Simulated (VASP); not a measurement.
Write the native input for VASP 6.6.1 that does the following.

```yaml
Task: single point
Functional: PBE
Potentials_or_basis: VASP PAW PBE potentials, release 64 (Ga_d, C)
Cutoff: 600 eV
k_mesh: 6 × 6 × 6
Occupations: gaussian, width 0.1 eV
Spin: no spin polarisation
Dipole_correction: no
Further_INCAR_settings: ALGO = Normal; EDIFF = 1e-06; NBANDS = 16
```

The structure of GaC lies in POSCAR:

```
GaC
1.0
    2.9556062921      0.0000000000      0.0000000000
    0.0000000000      2.9556062921      0.0000000000
    0.0000000000      0.0000000000      2.9556062921
Ga C
1 1
Direct
    0.0000000000      0.0000000000      0.0000000000
    0.5000000000      0.5000000000      0.5000000000
```

One way to write it, as run:

INCAR

```
SYSTEM = GaC
PREC = Accurate
ENCUT = 600
EDIFF = 1E-6
ISMEAR = 0
SIGMA = 0.1
LREAL = .False.
LASPH = .True.
NELM = 120
ALGO = Normal
ISIF = 2
LWAVE = .False.
LCHARG = .False.
GGA = PE
NBANDS = 16
GGA_COMPAT = .False.
```

KPOINTS

```
Automatic mesh
0
Gamma
  6 6 6
  0 0 0
```

Potentials or basis: VASP PAW PBE potentials, release 64 (Ga_d, C).

Command:

```bash
$ cat potpaw_PBE.64/Ga_d/POTCAR potpaw_PBE.64/C/POTCAR > POTCAR
$ mpirun -np 1 vasp_std > vasp.out
```

It gave:

```yaml
Pressure: -11.8 GPa
Band_gap_on_the_k_mesh: zero (an odd number of electrons rules out a gap without spin polarisation)
```

Caveat: the cell stands under tension.

Run time: 4.3 s on 1 thread of Intel(R) Xeon(R) 6975P-C (Granite Rapids), on a shared host, peak memory 0.13 GiB.
